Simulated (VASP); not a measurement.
Wanted: the native input for a VASP 6.6.1 run.

```yaml
Task: single point
Functional: LDA
Potentials_or_basis: VASP PAW LDA potentials, release 64 (Hf_pv, Rh_pv)
Cutoff: 520 eV
k_mesh: 5 × 5 × 5
Occupations: fermi-dirac, width 0.05 eV
Spin: no spin polarisation
Dipole_correction: no
Further_INCAR_settings: ALGO = Normal; EDIFF = 1e-06; NBANDS = 36
```

The structure of HfRh3 lies in POSCAR:

```
HfRh3
1.0
    3.8640039820      0.0000000000      0.0000000000
    0.0000000000      3.8640039820      0.0000000000
    0.0000000000      0.0000000000      3.8640039820
Hf Rh
1 3
Direct
    0.0000000000      0.0000000000      0.0000000000
    0.0000000000      0.5000000000      0.5000000000
    0.5000000000      0.0000000000      0.5000000000
    0.5000000000      0.5000000000      0.0000000000
```

One way to write it, as run:

INCAR

```
PREC = Accurate
ENCUT = 520
EDIFF = 1E-6
ISMEAR = -1
SIGMA = 0.05
LREAL = F
LASPH = T
NELM = 60
ALGO = Normal
ISIF = 2
LWAVE = F
LCHARG = F
NBANDS = 36
```

KPOINTS

```
regular mesh
0
Gamma
  5 5 5
```

Potentials or basis: VASP PAW LDA potentials, release 64 (Hf_pv, Rh_pv).

The run is started by

```bash
$ cat potpaw_LDA.64/Hf_pv/POTCAR potpaw_LDA.64/Rh_pv/POTCAR > POTCAR
$ mpirun -np 1 vasp_std > vasp.out
```

Results of the run:

```
Pressure : -0.2 GPa
```

It took 9.6 s on 1 thread of Intel(R) Xeon(R) 6975P-C (Granite Rapids), with other jobs on the host, peak memory 0.15 GiB.
